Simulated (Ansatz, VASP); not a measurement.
WC in VASP and in Ansatz

The input POSCAR:

```
WC
1.0
    0.0000000000      2.1926840000      2.1926840000
    2.1926840000      0.0000000000      2.1926840000
    2.1926840000      2.1926840000      0.0000000000
W C
1 1
Direct
    0.0000000000      0.0000000000      0.0000000000
    0.5000000000      0.5000000000      0.5000000000
```

Contents of INCAR.step1:

```
SYSTEM = WC
PREC = Accurate
ENCUT = 520
ISMEAR = 0
SIGMA = 0.5
LREAL = .False.
LASPH = .True.
NELM = 60
NBANDS = 16
GGA = PE
ALGO = Normal
EDIFF = 1E-4
LWAVE = .True.
LCHARG = .False.
```

File INCAR.step2:

```
SYSTEM = WC
PREC = Accurate
ENCUT = 520
EDIFF = 1E-6
ISMEAR = 0
SIGMA = 0.5
LREAL = .False.
LASPH = .True.
NELM = 60
ALGO = Normal
ISIF = 2
LWAVE = .False.
LCHARG = .True.
METAGGA = R2SCAN
LMIXTAU = .True.
IVDW = 12
VDW_S6 = 1.0
VDW_S8 = 0.78981345
VDW_A1 = 0.49484001
VDW_A2 = 5.73083694
LELF = .True.
LVHAR = .True.
NBANDS = 16
ISTART = 1
```

File KPOINTS:

```
Automatic mesh
0
Gamma
  11 11 11
  0 0 0
```

Input for Ansatz:

```yaml
crystal:
  lattice:
    - [0.0, 2.192684, 2.192684]
    - [2.192684, 0.0, 2.192684]
    - [2.192684, 2.192684, 0.0]
  atoms:
    - { symbol: W, position: [0.0, 0.0, 0.0] }
    - { symbol: C, position: [0.5, 0.5, 0.5] }
basis:
  ecutwfc: 600.0
kpoints:
  mp_grid:
    grid: [11, 11, 11]
hamiltonian:
  xc: r2scan
  dispersion: d3bj
scf:
  convergence:
    dr2_threshold: 1.0e-09
  occupations:
    method: gaussian
    width: 0.5
output:
  stress: true
```

Alike in both runs: task single point; functional r2SCAN; dispersion D3(BJ); k mesh 11 × 11 × 11; occupations gaussian, width 0.5 eV; no spin polarisation.

|  | VASP | Ansatz |
| --- | --- | --- |
| version | VASP 6.6.1 | Ansatz 0.2.0 |
| potentials or method | VASP PAW PBE potentials, release 64 (W_sv, C), cutoff 520 eV | plane waves, PAW |
| valence electrons in the cell | 18 | 18 |

Ansatz gave:

```
pressure (GPa) : -7.8
```

Q: Which values does VASP return?

A: Pressure (GPa): -6.2.

VASP's potentials were made for PBE, not for r2SCAN. Ansatz's warnings: dispersion damping borrowed, stress scf threshold loose.

Neither program's run includes spin-orbit coupling.
